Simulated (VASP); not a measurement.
Runs of VASP 6.6.1 on Na. The structure is that of space group Im-3m (No. 229), or close to it. The cells are those of the table. 

```tsv
task	cell	k mesh	cutoff (eV)	gap on the mesh (eV)	pressure (GPa)
single point	a = 3.608 Å, angles 109.5°, 1 atom	17 × 17 × 17	520	none	0.7
single point	a = 3.852 Å, angles 109.5°, 1 atom	17 × 17 × 17	520	none	-0.6
single point	a = 3.659 Å, angles 109.5°, 1 atom	17 × 17 × 17	520	none	(a)
single point	a = 3.709 Å, angles 109.5°, 1 atom	11 × 11 × 11	520	none	0.0
relaxation of cell and atoms	relaxed from a = 3.659 Å, angles 109.5°, 1 atom	11 × 11 × 11	600	none	0.0
```

Alike in all rows: level revPBE; potentials or basis VASP PAW PBE potentials, release 64 (Na_pv); no spin polarisation; smearing fermi-dirac 0.1 eV.

**Question.** Estimate the missing entries.

**Answer.** (a) 0.3.

Caveats: the PAW data sets were made with another functional, which shifts forces and pressure a little.

A gap of «none» marks levels without a gap at the run's occupations.
